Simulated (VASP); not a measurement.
# HfSiO4: single point with PBE

HfSiO4:

```
Hf Si O
1.0
     0.00000    4.12418    4.12418
     4.12418    0.00000    4.12418
     4.12418    4.12418    0.00000
Hf Si O
1 1 4
Direct
  0.00000 0.00000 0.00000
  0.75000 0.75000 0.75000
  0.86418 0.40746 0.86418
  0.86418 0.86418 0.40746
  0.86418 0.86418 0.86418
  0.40746 0.86418 0.86418
```

* Program: VASP 6.6.1
* Task: single point
* Functional: PBE
* Potentials or basis: VASP PAW PBE potentials, release 64 (Hf_pv, Si, O)
* Cutoff: 520 eV
* k mesh: 4 × 4 × 4
* Occupations: gaussian, width 0.1 eV
* Spin: no spin polarisation

* Pressure: -0.1 GPa
* Largest force: 0.191 eV/Å
* Band gap on the k mesh: 4.77 eV, indirect (the least direct gap lies 3.3 meV higher)

Forces in eV/Å, atoms in the order of the input:
```
Hf   0.000  0.000  0.000
Si   0.000  0.000  0.000
O   -0.110  0.110 -0.110
O   -0.110 -0.110  0.110
O    0.110  0.110  0.110
O    0.110 -0.110 -0.110
```

Levels at points of the mesh, in eV from the valence-band top:
| k point | band 17 | band 18 | band 19 | band 20 | band 21 | band 22 |
| --- | --- | --- | --- | --- | --- | --- |
| (0.00, 0.00, 0.00) | 0.00 | 0.00 | 0.00 | 4.77 | 6.46 | 6.46 |
| (0.50, 0.00, 0.00) | -0.77 | -0.77 | 0.00 | 6.17 | 6.58 | 6.58 |
| (0.50, 0.50, 0.00) | -1.26 | -0.43 | -0.43 | 6.09 | 6.45 | 7.10 |

It took 24 s on 1 thread of Intel(R) Xeon(R) 6975P-C (Granite Rapids), on a shared host, peak memory 0.32 GiB.

Caveat: spin-orbit coupling is left out, which moves the levels of the heavy elements.
